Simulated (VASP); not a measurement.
Runs of VASP 6.6.1 on LiH. The structure is that of space group F-43m (No. 216), or close to it. The cells are those of the table. 

```tsv
level	cell	k mesh	smearing	grid for exact exchange (PRECFOCK)	share of exact exchange	screening parameter	gap on the mesh (eV)
HSE06	a = 3.034, b = 3.116, c = 3.116 Å, angles 58.3, 60.9, 60.9°, 2 atoms	8 × 8 × 8	gaussian 0.01 eV	Normal	0.25	0.2079 1/Å	5.05
r2SCAN	a = 3.034, b = 3.034, c = 3.020 Å, angles 60.1, 60.1, 60.3°, 2 atoms	10 × 10 × 10	gaussian 0.01 eV	-	-	-	(a)
HSE06	a = 3.024, b = 3.024, c = 3.014 Å, angles 60.1, 60.1, 59.8°, 2 atoms	8 × 8 × 8	gaussian 0.01 eV	Normal	0.25	0.2079 1/Å	5.25
PBE	a = 3.034, b = 3.034, c = 3.020 Å, angles 60.1, 60.1, 60.3°, 2 atoms	10 × 10 × 10	fermi-dirac 0.02 eV	-	-	-	4.22
```

Alike in all rows: task single point; potentials or basis VASP PAW PBE potentials, release 64 (Li_sv, H); no spin polarisation; cutoff (eV) 520.

Q: Fill in the values left out.

A: (a) 4.80.

A k mesh can miss the band edges.
